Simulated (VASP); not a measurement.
# Co (P6_3/mmc) in VASP: notebook

Runs on Co. Level: PBEsol. Tasks: single point, relaxation of shape and atoms at fixed volume, relaxation of cell and atoms.

All numbers are computed with VASP 6.6.1; they aren't measurements. Logs are shortened: lines on timing, memory, paths and dates and some standing lists are left out, and cuts for length are marked.

### 1 The cell of the first run

The structure is hexagonal, space group P6_3/mmc (No. 194). Conventional cell: a = 2.407 Å, b = 2.407 Å, c = 3.889 Å, α = 90.00°, β = 90.00°, γ = 120.00°. Co (site symmetry -6m2) has 12 Co at 2.39 to 2.41 Å within 3.2 Å.

### 2 Single point, PBEsol, collinear spin, ferromagnetic start

INCAR

```
PREC = Accurate
ENCUT = 520
EDIFF = 1E-6
ISMEAR = -1
SIGMA = 0.1
LREAL = F
LASPH = T
NELM = 150
ALGO = Normal
ISIF = 2
LWAVE = F
LCHARG = F
ISPIN = 2
MAGMOM = 1.7 1.7
LORBIT = 11
LMAXMIX = 4
GGA = PS
NBANDS = 20
```

KPOINTS

```
regular mesh
0
Gamma
  17 17 9
```

POSCAR

```
Co
1.0
    2.4070235067      0.0000000000      0.0000000000
   -1.2035117534      2.0845435043      0.0000000000
    0.0000000000      0.0000000000      3.8893444509
Co
2
Direct
    0.3333333333      0.6666666667      0.2500000000
    0.6666666667      0.3333333333      0.7500000000
```

Potentials or basis: VASP PAW PBE potentials, release 64 (Co).

On the command line:

```console
$ cat potpaw_PBE.64/Co/POTCAR > POTCAR
$ mpirun -np 1 vasp_std > vasp.out
```

OUTCAR:

```text
PREC = Accurate
   ENCUT = 520
   EDIFF = 1E-6
   ISMEAR = -1
   LREAL = F
   LASPH = T
   NELM = 150
   ISIF = 2
   ISPIN = 2
   LORBIT = 11
   GGA = PS

 ion  position               nearest neighbor table
   1  0.333  0.667  0.250-   2 2.39   2 2.39   2 2.39   2 2.39   2 2.39   2 2.39
   2  0.667  0.333  0.750-   1 2.39   1 2.39   1 2.39   1 2.39   1 2.39   1 2.39

  LATTYP: Found a hexagonal cell.
 ALAT       =     2.4070235067
 C/A-ratio  =     1.6158315197

  Lattice vectors:

 A1 = (   2.4070235067,   0.0000000000,   0.0000000000)
 A2 = (  -1.2035117534,   2.0845435043,   0.0000000000)
 A3 = (   0.0000000000,   0.0000000000,   3.8893444509)

Analysis of symmetry for initial positions (statically):
=====================================================================
 Subroutine PRICEL returns:
 Original cell was already a primitive cell.

 Routine SETGRP: Setting up the symmetry group for a
 hexagonal supercell.

 Subroutine GETGRP returns: Found 24 space group operations
 (whereof 12 operations were pure point group operations)
 out of a pool of 24 trial point group operations.

The static configuration has the point symmetry D_3d.
 The point group associated with its full space group is D_6h.

Analysis of symmetry for dynamics (positions and initial velocities):
=====================================================================
 Subroutine PRICEL returns:
 Original cell was already a primitive cell.

 Routine SETGRP: Setting up the symmetry group for a
 hexagonal supercell.

 Subroutine GETGRP returns: Found 24 space group operations
 (whereof 12 operations were pure point group operations)
 out of a pool of 24 trial point group operations.

The dynamic configuration has the point symmetry D_3d.
 The point group associated with its full space group is D_6h.

Analysis of structural, dynamic, and magnetic symmetry:
=====================================================================
 Subroutine PRICEL returns:
 Original cell was already a primitive cell.

 Routine SETGRP: Setting up the symmetry group for a
 hexagonal supercell.

 Subroutine GETGRP returns: Found 24 space group operations
 (whereof 12 operations were pure point group operations)
 out of a pool of 24 trial point group operations.

The overall configuration has the point symmetry D_3d.
 The point group associated with its full space group is D_6h.

 Subroutine INISYM returns: Found 24 space group operations
 (whereof 12 operations are pure point group operations),
 and found     1 'primitive' translations

----------------------------------------------------------------------------------------

                                     Primitive cell

  volume of cell :      19.5150

  direct lattice vectors                    reciprocal lattice vectors
     2.407023507  0.000000000  0.000000000     0.415450866  0.239860669  0.000000000
    -1.203511753  2.084543504  0.000000000     0.000000000  0.479721338  0.000000000
     0.000000000  0.000000000  3.889344451     0.000000000  0.000000000  0.257112738

  length of vectors
     2.407023507  2.407023507  3.889344451     0.479721338  0.479721338  0.257112738

  position of ions in fractional coordinates (direct lattice)
     0.333333333  0.666666667  0.250000000
     0.666666667  0.333333333  0.750000000

  ion indices of the primitive-cell ions
   primitive index   ion index
                 1           1
                 2           2

----------------------------------------------------------------------------------------

 KPOINTS: regular mesh

Automatic generation of k-mesh.
 Grid dimensions read from file:
 generate k-points for:   17   17    9

 Generating k-lattice:

  Cartesian coordinates                     Fractional coordinates (reciprocal lattice)
     0.024438286  0.014109451  0.000000000     0.058823529  0.000000000  0.000000000
     0.000000000  0.028218902  0.000000000     0.000000000  0.058823529  0.000000000
     0.000000000  0.000000000  0.028568082     0.000000000  0.000000000  0.111111111

  Length of vectors
     0.028218902  0.028218902  0.028568082

  Shift w.r.t. Gamma in fractional coordinates (k-lattice)
     0.000000000  0.000000000  0.000000000

 Subroutine IBZKPT returns following result:
 ===========================================

 Found    165 irreducible k-points:

 Following reciprocal coordinates:
            Coordinates               Weight
  0.000000  0.000000  0.000000      1.000000
  0.058824  0.000000  0.000000      6.000000
  0.117647  0.000000  0.000000      6.000000
  0.176471 -0.000000  0.000000      6.000000
  0.235294  0.000000  0.000000      6.000000
  0.294118  0.000000  0.000000      6.000000
[... 16 lines left out ...]
  0.411765  0.117647  0.000000     12.000000
  0.176471  0.176471  0.000000      6.000000
 [... further k-points ...]
   k-points           NKPTS =    165   k-points in BZ     NKDIM =    165   number of bands    NBANDS=     20
   number of dos      NEDOS =    301   number of ions     NIONS =      2
   total plane-waves  NPLWV =   9720
   dimension x,y,z NGX =    18 NGY =   18 NGZ =   30
   dimension x,y,z NGXF=    36 NGYF=   36 NGZF=   60
   ions per type =               2
   NGX,Y,Z   is equivalent  to a cutoff of  12.43, 12.43, 12.82 a.u.
   NGXF,Y,Z  is equivalent  to a cutoff of  24.86, 24.86, 25.65 a.u.
 SYSTEM =  unknown system
   PREC   = accura    normal or accurate (medium, high low for compatibility)
   ISTART =      0    job   : 0-new  1-cont  2-samecut
   ICHARG =      2    charge: 1-file 2-atom 10-const
   ISPIN  =      2    spin polarized calculation?
   LNONCOLLINEAR =      F non collinear calculations
   LSORBIT =      F    spin-orbit coupling
   LASPH  =      T    aspherical Exc in radial PAW
   ENCUT  =  520.0 eV  38.22 Ry    6.18 a.u.   4.48  4.48  7.23*2*pi/ulx,y,z
   NELM   =    150;   NELMIN=  2; NELMDL= -5     # of ELM steps
   EDIFF  = 0.1E-05   stopping-criterion for ELM
   LREAL  =      F    real-space projection
   EDIFFG = 0.1E-04   stopping-criterion for IOM
   NSW    =      0    number of steps for IOM
   IBRION =     -1    ionic relax: 0-MD 1-quasi-New 2-CG
   NFREE  =      0    steps in history (QN), initial steepest desc. (CG)
   ISIF   =      2    stress and relaxation
   ISYM   =      2    0-nonsym 1-usesym 2-fastsym
   POTIM  = 0.5000    time-step for ionic-motion
   TEBEG  =    0.0;   TEEND  =   0.0 temperature during run
   PSTRESS=    0.0 pullay stress
   NELECT =      18.0000    total number of electrons
   NUPDOWN=      -1.0000    fix difference up-down
   EMIN   =  10.00;   EMAX   =-10.00  energy-range for DOS
   EFERMI =   0.00;   METHOD = LEGACY
   ISMEAR =    -1;   SIGMA  =   0.10  broadening in eV -4-tet -1-fermi 0-gaus
   EFERMI_NEDOS =   21; number of points for ismear=-14 and -15
   IALGO  =     38    algorithm
   IMIX   =      4    mixing-type and parameters
     AMIX     =   0.40;   BMIX     =  1.00
     AMIX_MAG =   1.60;   BMIX_MAG =  1.00
  volume/ion in A,a.u.               =       9.76        65.85
  Fermi-wavevector in a.u.,A,eV,Ry     =   1.593589  3.011447 34.552365  2.539527
  Thomas-Fermi vector in A             =   2.691796
   LORBIT       =     11    0 simple, 1 ext, 2 COOP (PROOUT), +10 PAW based schemes
   GGA     = PS    functional components
   LHFCALC =     F    Hartree Fock is set to
   AEXX    =    0.0000 exact exchange contribution
   IVDW    =     0    specifies the selected vdW correction
   LEPSILON=     F    determine dielectric tensor
   LRPA    =     F    only Hartree local field effects (RPA)
 spin polarized calculation
  energy-cutoff  :      520.00
  volume of cell :       19.51
 maximum number of plane-waves:       547
 NGX is ok and might be reduce to    18
   NGX =  9   NGY =  9   NGZ = 15

 number of electron      18.0000017 magnetization       2.9937688

 Free energy of the ion-electron system (eV)
  ---------------------------------------------------
  ext. energy  EPLUGINS =         0.00000000
  ---------------------------------------------------
  free energy    TOTEN  =       -15.44665670 eV

  energy without entropy =      -15.38391816  energy(sigma->0) =      -15.41528743

 E-fermi :  11.6449     XC(G=0): -14.2194

 val. band max:       11.6410289283   @ k =   0.4118   0.0000   0.2222
 cond. band min:      11.6470751302   @ k =   0.4118   0.1176   0.4444
 fundamental gap:      0.0060462019
 Fermi energy:        11.6448520618

 spin component 1

 k-point     1 :       0.0000    0.0000    0.0000
  band No.  band energies     occupation
      1       2.0406      1.00000
      2       5.9885      1.00000
      3       8.9239      1.00000
      4       8.9437      1.00000
      5       8.9437      1.00000
      6       9.3216      1.00000
[... 12 lines left out ...]
     19      39.3769      0.00000
     20      39.3769      0.00000
[... 507 lines left out ...]
 k-point    24 :       0.1765    0.1765    0.0000
  band No.  band energies     occupation
      1       5.1282      1.00000
      2       7.2424      1.00000
      3       7.4811      1.00000
      4       7.6577      1.00000
      5       8.7711      1.00000
      6       9.0276      1.00000
[... 12 lines left out ...]
     19      35.7053      0.00000
     20      41.4601      0.00000

 [... further k-points ...]

 spin component 2

 k-point     1 :       0.0000    0.0000    0.0000
  band No.  band energies     occupation
      1       2.1220      1.00000
      2       6.8832      1.00000
      3      10.4286      0.99999
      4      10.4435      0.99999
      5      10.4435      0.99999
      6      10.8740      0.99955
[... 12 lines left out ...]
     19      39.7316      0.00000
     20      39.7316      0.00000
[... 507 lines left out ...]
 k-point    24 :       0.1765    0.1765    0.0000
  band No.  band energies     occupation
      1       5.2965      1.00000
      2       8.3484      1.00000
      3       8.5543      1.00000
      4       8.8952      1.00000
      5      10.2397      1.00000
      6      10.4418      0.99999
[... 12 lines left out ...]
     19      36.0431      0.00000
     20      41.7704      0.00000

 [... further k-points ...]

------------------------ aborting loop because EDIFF is reached ----------------------------------------

  FORCE on cell =-STRESS in cart. coord.  units (eV):
  Direction    XX          YY          ZZ          XY          YZ          ZX
  --------------------------------------------------------------------------------------
  -------------------------------------------------------------------------------------
  Total        1.9128307      1.9128307      1.9004986     -0.0000000      0.0000000      0.0000000
  in kB      157.0433027    157.0433027    156.0308361     -0.0000000      0.0000000      0.0000000
  external PRESSURE =     156.7058139 kB  Pullay stress =       0.0000000 kB

 VOLUME and BASIS-vectors are now :
 -----------------------------------------------------------------------------
  energy-cutoff  :      520.00
  volume of cell :       19.51
      direct lattice vectors                 reciprocal lattice vectors
     2.407023507  0.000000000  0.000000000     0.415450866  0.239860669  0.000000000
    -1.203511753  2.084543504  0.000000000     0.000000000  0.479721338  0.000000000
     0.000000000  0.000000000  3.889344451     0.000000000  0.000000000  0.257112738

 POSITION                                       TOTAL-FORCE (eV/Angst)
 -----------------------------------------------------------------------------------
     -0.00000      1.38970      0.97234        -0.000000      0.000000      0.000000
      1.20351      0.69485      2.91701         0.000000      0.000000      0.000000
 -----------------------------------------------------------------------------------
    total drift:                                0.000000     -0.000000     -0.000000

  FREE ENERGIE OF THE ION-ELECTRON SYSTEM (eV)
  ---------------------------------------------------
  free  energy   TOTEN  =       -15.4466566980 eV

  energy  without entropy=      -15.3839181575  energy(sigma->0) =      -15.41528743

 total charge

# of ion       s       p       d       tot
------------------------------------------
    1        0.536   0.624   7.341   8.501
    2        0.536   0.624   7.341   8.501
--------------------------------------------------
tot          1.072   1.249  14.681  17.003

 magnetization (x)

# of ion       s       p       d       tot
------------------------------------------
    1       -0.015  -0.050   1.558   1.493
    2       -0.015  -0.050   1.558   1.493
--------------------------------------------------
tot         -0.030  -0.100   3.116   2.986
```

It took 58 s on 1 thread of AMD EPYC 9R45 (Zen 5), shared host; peak memory 0.17 GiB.

Results:

| Item | Value |
| --- | --- |
| Free energy | -15.4467 eV |
| Pressure | 15.7 GPa |
| Net moment | 2.99 μB per cell |
| Site moments | Co +1.49 μB |
| Valence electrons inside the program's atomic spheres | Co 8.50 |

Caveat: the cell stands under pressure; the PAW data sets were made with another functional, which shifts forces and pressure a little.

### 3 Single point, PBEsol, collinear spin, ferromagnetic start (9.76 Å³/atom)

INCAR

```
SYSTEM = Co
PREC = Accurate
ENCUT = 520
EDIFF = 1E-7
ISMEAR = -1
SIGMA = 0.1
LREAL = .FALSE.
LASPH = .TRUE.
NELM = 150
ALGO = Normal
ISIF = 2
LWAVE = .FALSE.
LCHARG = .FALSE.
ISPIN = 2
MAGMOM = 1.7 1.7
LORBIT = 11
LMAXMIX = 4
GGA = PS
NBANDS = 20
```

KPOINTS

```
Automatic mesh
0
G
  17 17 9
  0 0 0
```

Edit POSCAR of step 2 so:

```diff
@@ -4,3 +4,3 @@
    -1.2035117534      2.0845435043      0.0000000000
-    0.0000000000      0.0000000000      3.8893444509
+    0.0000000000      0.0000000000      3.8893444508
 Co
```

Potentials or basis: VASP PAW PBE potentials, release 64 (Co).

On the command line:

```console
$ cat potpaw_PBE.64/Co/POTCAR > POTCAR
$ mpirun -np 1 vasp_std > vasp.out
```

Run time: 68 s. Hardware: 1 thread of AMD EPYC 9R45 (Zen 5), shared host; peak memory 0.17 GiB.

It converged, with:

```yaml
Free_energy: -15.4467 eV
Pressure: 15.8 GPa
Net_moment: 2.99 μB per cell
Site_moments: Co +1.49 μB
Valence_electrons_inside_the_program's_atomic_spheres: Co 8.50
```

Stress tensor (GPa, compression positive):
```
15.87  0.00  0.00
 0.00 15.87  0.00
 0.00  0.00 15.77
```

Levels at points of the mesh, in eV from the Fermi level:
Spin up:
```
           k point  band 7  band 8  band 9  band 10  band 11  band 12  band 13  band 14  band 15  band 16
(0.00, 0.00, 0.00)   -2.32   -1.91   -1.91    -0.60    -0.60    -0.17     7.37    22.81    26.25    26.48
```
Spin down:
```csv
k point,band 3,band 4,band 5,band 6,band 7,band 8,band 9,band 10,band 11,band 12
"(0.00, 0.00, 0.00)",-1.22,-1.20,-1.20,-0.77,-0.77,-0.29,-0.29,-0.12,1.14,1.14
```

Caveat: the cell stands under pressure; the PAW data sets were made with another functional, which shifts forces and pressure a little.

(Continued in part 2 of 3.)
